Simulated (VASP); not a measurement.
Set up this calculation in VASP 6.6.1, as the native input.

```
Task                   : relaxation of cell and atoms
Functional             : PBE
Potentials or basis    : VASP PAW PBE potentials, release 64 (Mo_sv, W_sv)
Cutoff                 : 600 eV
k mesh                 : 12 × 12 × 18
Occupations            : gaussian, width 0.1 eV
Spin                   : no spin polarisation
Dipole correction      : no
Further INCAR settings : ALGO = Fast; EDIFF = 1e-07; IBRION = 2; EDIFFG = -0.01; NSW = 100; ISIF = 3
```

The structure of MoW2 lies in POSCAR:

```
MoW2
1.0
    4.7012635406      0.0000000000      0.0000000000
   -2.3506317703      4.0714136561      0.0000000000
    0.0000000000      0.0000000000      2.5781374125
Mo W
1 2
Direct
    0.0000000000      0.0000000000      0.0000000000
    0.3333333333      0.6666666667      0.5000000000
    0.6666666667      0.3333333333      0.5000000000
```

These files were run (other wordings do the same):

INCAR

```
SYSTEM = MoW2
ALGO     = Fast           ! electronic algorithm
EDIFF    = 1E-7           ! SCF threshold, eV
EDIFFG   = -0.01          ! ionic threshold
ENCUT    = 600            ! plane-wave cutoff, eV
GGA      = PE             ! functional
IBRION   = 2              ! ionic algorithm
ISIF     = 3              ! what is computed and relaxed
ISMEAR   = 0              ! smearing method
LASPH    = .TRUE.         ! aspherical terms in the spheres
LCHARG   = .FALSE.        ! write CHGCAR
LREAL    = .FALSE.        ! projectors in reciprocal space
LWAVE    = .FALSE.        ! write WAVECAR
NELM     = 80             ! most SCF steps
NSW      = 100            ! ionic steps
PREC     = Accurate       ! precision mode
SIGMA    = 0.1            ! smearing width, eV
```

KPOINTS

```
k-points
0
G
  12 12 18
  0 0 0
```

Potentials or basis: VASP PAW PBE potentials, release 64 (Mo_sv, W_sv).

Run with:

```bash
$ cat potpaw_PBE.64/Mo_sv/POTCAR potpaw_PBE.64/W_sv/POTCAR > POTCAR
$ mpirun -np 1 vasp_std > vasp.out
```

It gave:

The relaxed volume is 16.49 Å³/atom and the relaxed cell is a = 4.690 Å, b = 4.690 Å, c = 2.598 Å, α = 90.00°, β = 90.00°, γ = 120.00°. The space group after relaxing (to 0.05 Å) is P6/mmm (No. 191) and the energy gained by relaxing is 1.7 meV/atom. The ionic steps are 5, the pressure after relaxing is 0.0 GPa and the band gap on the k mesh is zero (band 21 reaches 11.54 eV, above the bottom of band 22 at 10.56 eV).

Caveat: spin-orbit coupling is left out, which moves the levels of the heavy elements.

It took 47 min on 1 thread of AMD EPYC 7R13, with other jobs on the host, peak memory 0.38 GiB.
